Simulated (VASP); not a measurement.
# CdSe (F-43m) in VASP: notebook

Runs on CdSe. Level: PBEsol. Tasks: relaxation of cell and atoms.

Everything below comes from runs of VASP 6.6.1. Logs are shortened: lines on timing, memory, paths and dates and some standing lists are left out, and cuts for length are marked.

**1. The cell of the first run**

It takes space group F-43m (No. 216, cubic). Conventional cell: a = 6.141 Å, b = 6.141 Å, c = 6.141 Å, α = 90.00°, β = 90.00°, γ = 90.00°. Cd (site symmetry -43m) has 4 Se at 2.66 Å within 3.5 Å. Se (site symmetry -43m) has 4 Cd at 2.66 Å within 3.5 Å.

**2. Relaxation of cell and atoms, PBEsol**

Input file INCAR:

```
PREC     = Accurate       # precision mode
ENCUT    = 600            # plane-wave cutoff, eV
EDIFF    = 1E-6           # SCF threshold, eV
ISMEAR   = -1             # smearing method
SIGMA    = 0.05           # smearing width, eV
LREAL    = F              # projectors in reciprocal space
LASPH    = T              # aspherical terms in the spheres
NELM     = 60             # most SCF steps
ALGO     = Normal         # electronic algorithm
ISIF     = 3              # what is computed and relaxed
LWAVE    = F              # write WAVECAR
LCHARG   = F              # write CHGCAR
GGA      = PS             # functional
IBRION   = 2              # ionic algorithm
NSW      = 80             # ionic steps
EDIFFG   = -0.01          # ionic threshold
```

Input file KPOINTS:

```
Automatic mesh
0
Gamma
  8 8 8
```

Input file POSCAR:

```
CdSe
1.0
    0.0000000000      3.0702711986      3.0702711986
    3.0702711986      0.0000000000      3.0702711986
    3.0702711986      3.0702711986      0.0000000000
Cd Se
1 1
Direct
    0.0000000000      0.0000000000      0.0000000000
    0.2500000000      0.2500000000      0.2500000000
```

Potentials or basis: VASP PAW PBE potentials, release 64 (Cd, Se).

Launch:

```console
> cat potpaw_PBE.64/Cd/POTCAR potpaw_PBE.64/Se/POTCAR > POTCAR
> mpirun -np 1 vasp_std > vasp.out
```

OUTCAR:

```text
PREC = Accurate
   ENCUT = 600
   EDIFF = 1E-6
   ISMEAR = -1
   LREAL = F
   LASPH = T
   NELM = 60
   ISIF = 3
   GGA = PS
   IBRION = 2
   NSW = 80
   EDIFFG = -0.01

 ion  position               nearest neighbor table
   1  0.000  0.000  0.000-   2 2.66   2 2.66   2 2.66   2 2.66
   2  0.250  0.250  0.250-   1 2.66   1 2.66   1 2.66   1 2.66

  LATTYP: Found a face centered cubic cell.
 ALAT       =     6.1405423972

  Lattice vectors:

 A1 = (   0.0000000000,   3.0702711986,   3.0702711986)
 A2 = (   3.0702711986,   0.0000000000,   3.0702711986)
 A3 = (   3.0702711986,   3.0702711986,   0.0000000000)

Analysis of symmetry for initial positions (statically):
=====================================================================
 Subroutine PRICEL returns:
 Original cell was already a primitive cell.

 Routine SETGRP: Setting up the symmetry group for a
 face centered cubic supercell.

 Subroutine GETGRP returns: Found 24 space group operations
 (whereof 24 operations were pure point group operations)
 out of a pool of 48 trial point group operations.

The static configuration has the point symmetry T_d .

Analysis of symmetry for dynamics (positions and initial velocities):
=====================================================================
 Subroutine PRICEL returns:
 Original cell was already a primitive cell.

 Routine SETGRP: Setting up the symmetry group for a
 face centered cubic supercell.

 Subroutine GETGRP returns: Found 24 space group operations
 (whereof 24 operations were pure point group operations)
 out of a pool of 48 trial point group operations.

The dynamic configuration has the point symmetry T_d .

 Subroutine INISYM returns: Found 24 space group operations
 (whereof 24 operations are pure point group operations),
 and found     1 'primitive' translations

----------------------------------------------------------------------------------------

                                     Primitive cell

  volume of cell :      57.8842

  direct lattice vectors                    reciprocal lattice vectors
     0.000000000  3.070271199  3.070271199    -0.162852063  0.162852063  0.162852063
     3.070271199  0.000000000  3.070271199     0.162852063 -0.162852063  0.162852063
     3.070271199  3.070271199  0.000000000     0.162852063  0.162852063 -0.162852063

  length of vectors
     4.342019169  4.342019169  4.342019169     0.282068048  0.282068048  0.282068048

  position of ions in fractional coordinates (direct lattice)
     0.000000000  0.000000000  0.000000000
     0.250000000  0.250000000  0.250000000

  ion indices of the primitive-cell ions
   primitive index   ion index
                 1           1
                 2           2

----------------------------------------------------------------------------------------

 KPOINTS: Automatic mesh

Automatic generation of k-mesh.
 Grid dimensions read from file:
 generate k-points for:    8    8    8

 Generating k-lattice:

  Cartesian coordinates                     Fractional coordinates (reciprocal lattice)
    -0.020356508  0.020356508  0.020356508     0.125000000  0.000000000  0.000000000
     0.020356508 -0.020356508  0.020356508     0.000000000  0.125000000  0.000000000
     0.020356508  0.020356508 -0.020356508     0.000000000  0.000000000  0.125000000

  Length of vectors
     0.035258506  0.035258506  0.035258506

  Shift w.r.t. Gamma in fractional coordinates (k-lattice)
     0.000000000  0.000000000  0.000000000

 Subroutine IBZKPT returns following result:
 ===========================================

 Found     29 irreducible k-points:

 Following reciprocal coordinates:
            Coordinates               Weight
  0.000000  0.000000  0.000000      1.000000
  0.125000  0.000000  0.000000      8.000000
  0.250000  0.000000  0.000000      8.000000
  0.375000  0.000000  0.000000      8.000000
  0.500000  0.000000  0.000000      4.000000
  0.125000  0.125000  0.000000      6.000000
[... 16 lines left out ...]
  0.500000  0.250000  0.125000     48.000000
 -0.375000  0.250000  0.125000     24.000000
 [... further k-points ...]
   k-points           NKPTS =     29   k-points in BZ     NKDIM =     29   number of bands    NBANDS=     13
   number of dos      NEDOS =    301   number of ions     NIONS =      2
   total plane-waves  NPLWV =  46656
   dimension x,y,z NGX =    36 NGY =   36 NGZ =   36
   dimension x,y,z NGXF=    72 NGYF=   72 NGZF=   72
   ions per type =               1   1
   NGX,Y,Z   is equivalent  to a cutoff of  13.78, 13.78, 13.78 a.u.
   NGXF,Y,Z  is equivalent  to a cutoff of  27.57, 27.57, 27.57 a.u.
 SYSTEM =  unknown system
   PREC   = accura    normal or accurate (medium, high low for compatibility)
   ISTART =      0    job   : 0-new  1-cont  2-samecut
   ICHARG =      2    charge: 1-file 2-atom 10-const
   ISPIN  =      1    spin polarized calculation?
   LNONCOLLINEAR =      F non collinear calculations
   LSORBIT =      F    spin-orbit coupling
[... 54 lines left out ...]

  FORCE on cell =-STRESS in cart. coord.  units (eV):
  Direction    XX          YY          ZZ          XY          YZ          ZX
  --------------------------------------------------------------------------------------
  -------------------------------------------------------------------------------------
  Total       -0.4147508     -0.4147508     -0.4147508      0.0000000      0.0000000      0.0000000
  in kB      -11.4798870    -11.4798870    -11.4798870      0.0000000      0.0000000      0.0000000
  external PRESSURE =     -11.4798870 kB  Pullay stress =       0.0000000 kB

 VOLUME and BASIS-vectors are now :
 -----------------------------------------------------------------------------
  energy-cutoff  :      600.00
  volume of cell :       57.88
      direct lattice vectors                 reciprocal lattice vectors
     0.000000000  3.070271199  3.070271199    -0.162852063  0.162852063  0.162852063
     3.070271199  0.000000000  3.070271199     0.162852063 -0.162852063  0.162852063
     3.070271199  3.070271199  0.000000000     0.162852063  0.162852063 -0.162852063
[... 37 lines left out ...]
 POSITION                                       TOTAL-FORCE (eV/Angst)
 -----------------------------------------------------------------------------------
      6.07911      6.07911      6.07911         0.000000      0.000000      0.000000
      1.51978      1.51978      1.51978        -0.000000     -0.000000     -0.000000
 -----------------------------------------------------------------------------------
    total drift:                               -0.000000     -0.000000     -0.000000

  FREE ENERGIE OF THE ION-ELECTRON SYSTEM (eV)
  ---------------------------------------------------
  free  energy   TOTEN  =        -6.1773849624 eV

  energy  without entropy=       -6.1773442910  energy(sigma->0) =       -6.17736463

--------------------------------------- Ionic step        3  -------------------------------------------

 number of electron      17.9999998 magnetization

 Free energy of the ion-electron system (eV)
  ---------------------------------------------------
  ext. energy  EPLUGINS =         0.00000000
  ---------------------------------------------------
  free energy    TOTEN  =        -6.17780730 eV

  energy without entropy =       -6.17776159  energy(sigma->0) =       -6.17778445

 E-fermi :   1.0478     XC(G=0):  -9.0767

 val. band max:        0.7725936534   @ k =   0.0000   0.0000   0.0000
 cond. band min:       1.2455467826   @ k =   0.0000   0.0000   0.0000
 fundamental gap:      0.4729531293
 Fermi energy:         1.0477564037

 k-point     1 :       0.0000    0.0000    0.0000
  band No.  band energies     occupation
      1     -11.8235      2.00000
      2      -7.1244      2.00000
      3      -7.1244      2.00000
      4      -7.1244      2.00000
      5      -6.7485      2.00000
      6      -6.7485      2.00000
      7       0.7726      1.99189
      8       0.7726      1.99189
      9       0.7726      1.99189
     10       1.2455      0.03757
     11       6.6272      0.00000
     12       6.6272      0.00000
     13       6.6272      0.00000

 k-point     2 :       0.1250    0.0000    0.0000
  band No.  band energies     occupation
      1     -11.7694      2.00000
      2      -7.1072      2.00000
      3      -7.1072      2.00000
      4      -7.0776      2.00000
      5      -6.7495      2.00000
      6      -6.7495      2.00000
      7      -0.4758      2.00000
      8       0.6463      1.99935
      9       0.6463      1.99935
     10       2.2809      0.00000
     11       6.4035      0.00000
[... 339 lines left out ...]
 k-point    24 :      -0.3750    0.2500    0.1250
  band No.  band energies     occupation
      1     -11.3892      2.00000
      2      -6.9948      2.00000
      3      -6.9695      2.00000
      4      -6.7690      2.00000
      5      -6.7324      2.00000
      6      -6.3724      2.00000
      7      -3.3967      2.00000
      8      -1.2299      2.00000
      9      -0.4585      2.00000
     10       4.5509      0.00000
     11       6.1172      0.00000
     12       7.5139      0.00000
     13       8.6706      0.00000

 [... further k-points ...]
[... 5 lines left out ...]
  --------------------------------------------------------------------------------------
  -------------------------------------------------------------------------------------
  Total        0.0077213      0.0077213      0.0077213     -0.0000000      0.0000000     -0.0000000
  in kB        0.2188227      0.2188227      0.2188227     -0.0000000      0.0000000     -0.0000000
  external PRESSURE =       0.2188227 kB  Pullay stress =       0.0000000 kB

 VOLUME and BASIS-vectors are now :
 -----------------------------------------------------------------------------
  energy-cutoff  :      600.00
  volume of cell :       56.53
      direct lattice vectors                 reciprocal lattice vectors
    -0.000000000  3.046214273  3.046214273    -0.164138158  0.164138158  0.164138158
     3.046214273 -0.000000000  3.046214273     0.164138158 -0.164138158  0.164138158
     3.046214273  3.046214273 -0.000000000     0.164138158  0.164138158 -0.164138158

 POSITION                                       TOTAL-FORCE (eV/Angst)
 -----------------------------------------------------------------------------------
      0.00000      0.00000      0.00000         0.000000      0.000000      0.000000
      1.52311      1.52311      1.52311        -0.000000     -0.000000     -0.000000
 -----------------------------------------------------------------------------------
    total drift:                               -0.000000     -0.000000     -0.000000

  FREE ENERGIE OF THE ION-ELECTRON SYSTEM (eV)
  ---------------------------------------------------
  free  energy   TOTEN  =        -6.1778072978 eV

  energy  without entropy=       -6.1777615938  energy(sigma->0) =       -6.17778445

 reached required accuracy - stopping structural energy minimisation
```

It took 64 s on 1 thread of Intel Xeon Platinum 8488C (Sapphire Rapids), shared host; peak memory 0.23 GiB.

Results:

```
Free energy                            : -6.1778 eV
Relaxed volume                         : 28.27 Å³/atom
Relaxed cell                           : a = 4.308 Å, b = 4.308 Å, c = 4.308 Å, α = 60.00°, β = 60.00°, γ = 60.00°
Space group after relaxing (to 0.05 Å) : F-43m (No. 216)
Energy gained by relaxing              : 2.5 meV/atom
Ionic steps                            : 3
Pressure after relaxing                : 0.0 GPa
Band gap on the k mesh                 : 0.47 eV, direct
```

The path:
| step | energy change (eV) | largest force (eV/Å) | pressure (GPa) | volume (Å³) |
| --- | --- | --- | --- | --- |
| 1 | 0.0000 | 0.0000 | -1.15 | 57.88 |
| 2 | -0.0045 | 0.0000 | 0.33 | 56.16 |
| 3 | -0.0049 | 0.0000 | 0.02 | 56.53 |

Final structure:
```
CELL_PARAMETERS angstrom
0.00000 3.04621 3.04621
3.04621 0.00000 3.04621
3.04621 3.04621 0.00000
ATOMIC_POSITIONS crystal
Cd 0.00000 0.00000 0.00000
Se 0.25000 0.25000 0.25000
```

Levels at points of the mesh, in eV from the valence-band top:
```csv
k point,band 6,band 7,band 8,band 9,band 10,band 11,band 12,band 13
"(0.00, 0.00, 0.00)",-7.52,0.00,0.00,0.00,0.47,5.85,5.85,5.85
"(0.50, 0.00, 0.00)",-7.23,-4.42,-0.75,-0.75,2.28,6.36,6.36,7.27
"(0.50, 0.50, 0.00)",-7.17,-4.11,-1.86,-1.86,3.01,3.67,8.96,10.10
```

Caveat: the PAW data sets were made with another functional, which shifts forces and pressure a little.

**3. Relaxation of cell and atoms, PBEsol, target pressure 5 GPa, at which the enthalpy is minimised**

Input file INCAR:

```
SYSTEM = CdSe
ALGO = Normal
EDIFF = 1E-6
EDIFFG = -0.01
ENCUT = 600
GGA = PS
IBRION = 2
ISIF = 3
ISMEAR = -1
LASPH = .True.
LCHARG = .False.
LREAL = .False.
LWAVE = .False.
NELM = 80
NSW = 80
PREC = Accurate
PSTRESS = 50.0
SIGMA = 0.05
```

Input file KPOINTS:

```
k-points
0
Gamma
  8 8 8
  0 0 0
```

POSCAR is that of step 2.

Potentials or basis: VASP PAW PBE potentials, release 64 (Cd, Se).

Launch:

```console
> cat potpaw_PBE.64/Cd/POTCAR potpaw_PBE.64/Se/POTCAR > POTCAR
> mpirun -np 1 vasp_std > vasp.out
```

Run time: 70 s. Hardware: 1 thread of Intel Xeon Platinum 8488C (Sapphire Rapids), shared host; peak memory 0.23 GiB.

The run converged. Its results:

```
Free energy                                            : -6.1162 eV
Relaxed volume                                         : 26.13 Å³/atom
Relaxed cell                                           : a = 4.196 Å, b = 4.196 Å, c = 4.196 Å, α = 60.00°, β = 60.00°, γ = 60.00°
Space group after relaxing (to 0.05 Å)                 : F-43m (No. 216)
Energy change on relaxing (the enthalpy is what falls) : +28.4 meV/atom
Ionic steps                                            : 3
Pressure after relaxing                                : 5.0 GPa
Band gap on the k mesh                                 : 0.63 eV, direct
```

Step by step:
```tsv
step	energy change (eV)	largest force (eV/Å)	pressure (GPa)	volume (Å³)
1	0.0000	0.0000	-1.15	57.88
2	0.2061	0.0000	10.36	49.07
3	0.0567	0.0000	4.97	52.26
```

Final structure:
```
Cd Se
1.0
     0.00000    2.96733    2.96733
     2.96733    0.00000    2.96733
     2.96733    2.96733    0.00000
Cd Se
1 1
Cartesian
  0.0000 0.0000 0.0000
  1.4837 1.4837 1.4837
```

Levels at points of the mesh, in eV from the valence-band top:
```tsv
k point	band 7	band 8	band 9	band 10	band 11	band 12
(0.00, 0.00, 0.00)	0.00	0.00	0.00	0.63	5.84	5.84
(0.50, 0.00, 0.00)	-4.91	-0.87	-0.87	2.37	6.36	6.36
(0.50, 0.50, 0.00)	-4.48	-2.15	-2.15	2.85	3.71	9.35
```

Caveat: the cell is relaxed towards a set pressure, so the enthalpy falls and the energy may rise; the PAW data sets were made with another functional, which shifts forces and pressure a little.

**4. Relaxation of cell and atoms, PBEsol, target pressure 10 GPa, at which the enthalpy is minimised**

Input file INCAR:

```
SYSTEM = CdSe
ALGO     = Normal         ! electronic algorithm
EDIFF    = 1E-6           ! SCF threshold, eV
EDIFFG   = -0.01          ! ionic threshold
ENCUT    = 600            ! plane-wave cutoff, eV
GGA      = PS             ! functional
IBRION   = 2              ! ionic algorithm
ISIF     = 3              ! what is computed and relaxed
ISMEAR   = -1             ! smearing method
LASPH    = .TRUE.         ! aspherical terms in the spheres
LCHARG   = .FALSE.        ! write CHGCAR
LREAL    = .FALSE.        ! projectors in reciprocal space
LWAVE    = .FALSE.        ! write WAVECAR
NELM     = 80             ! most SCF steps
NSW      = 80             ! ionic steps
PREC     = Accurate       ! precision mode
PSTRESS  = 100.0        
SIGMA    = 0.05           ! smearing width, eV
```

Input file KPOINTS:

```
k-points
0
G
  8 8 8
  0 0 0
```

POSCAR is that of step 3.

Launch:

```console
> cat potpaw_PBE.64/Cd/POTCAR potpaw_PBE.64/Se/POTCAR > POTCAR
> mpirun -np 1 vasp_std > vasp.out
```

It took 84 s on 1 thread of Intel Xeon Platinum 8488C (Sapphire Rapids), shared host; peak memory 0.23 GiB.

Results (log left out):

- Free energy: -5.9805 eV
- Relaxed volume: 24.64 Å³/atom
- Relaxed cell: a = 4.115 Å, b = 4.115 Å, c = 4.115 Å, α = 60.00°, β = 60.00°, γ = 60.00°
- Space group after relaxing (to 0.05 Å): F-43m (No. 216)
- Energy change on relaxing (the enthalpy is what falls): +96.2 meV/atom
- Ionic steps: 4
- Pressure after relaxing: 10.0 GPa
- Band gap on the k mesh: 0.74 eV, direct

Step by step:
```
step  energy change (eV)  largest force (eV/Å)  pressure (GPa)  volume (Å³)
   1              0.0000                0.0000           -1.15        57.88
   2              0.9547                0.0000           28.85        42.60
   3              0.1826                0.0000            9.64        49.45
   4              0.1923                0.0000            9.97        49.29
```

Final structure:
```yaml
crystal:
  lattice:
    - [0.00000, 2.91005, 2.91005]
    - [2.91005, 0.00000, 2.91005]
    - [2.91005, 2.91005, 0.00000]
  atoms:
    - { symbol: Cd, position: [0.00000, 0.00000, 0.00000] }
    - { symbol: Se, position: [0.25000, 0.25000, 0.25000] }
```

Levels at points of the mesh, in eV from the valence-band top:
| k point | band 7 | band 8 | band 9 | band 10 | band 11 | band 12 |
| --- | --- | --- | --- | --- | --- | --- |
| (0.00, 0.00, 0.00) | 0.00 | 0.00 | 0.00 | 0.74 | 5.81 | 5.81 |
| (0.50, 0.00, 0.00) | -5.32 | -0.97 | -0.97 | 2.42 | 6.35 | 6.35 |
| (0.50, 0.50, 0.00) | -4.78 | -2.39 | -2.39 | 2.71 | 3.72 | 9.67 |

Caveat: the cell is relaxed towards a set pressure, so the enthalpy falls and the energy may rise; the PAW data sets were made with another functional, which shifts forces and pressure a little. As with any semilocal functional, this PBEsol gap is likely too small.

**5. The runs side by side**

| cell | gap on the mesh (eV) | pressure (GPa) |
| --- | --- | --- |
| relaxed | 0.47 | 0.0 |
| relaxed to 5 GPa | 0.63 | 5.0 |
| relaxed to 10 GPa | 0.74 | 10.0 |

Alike in all rows: task relaxation of cell and atoms; level PBEsol; potentials or basis VASP PAW PBE potentials, release 64 (Cd, Se); no spin polarisation; k mesh 8 × 8 × 8; cutoff (eV) 600; smearing fermi-dirac 0.05 eV.

Caveats: the PAW data sets were made with another functional, which shifts forces and pressure a little; the cell is relaxed towards a set pressure, so the enthalpy falls and the energy may rise (some runs).

Total energies depend on the potentials used, so only differences within one code and one set of settings carry meaning.
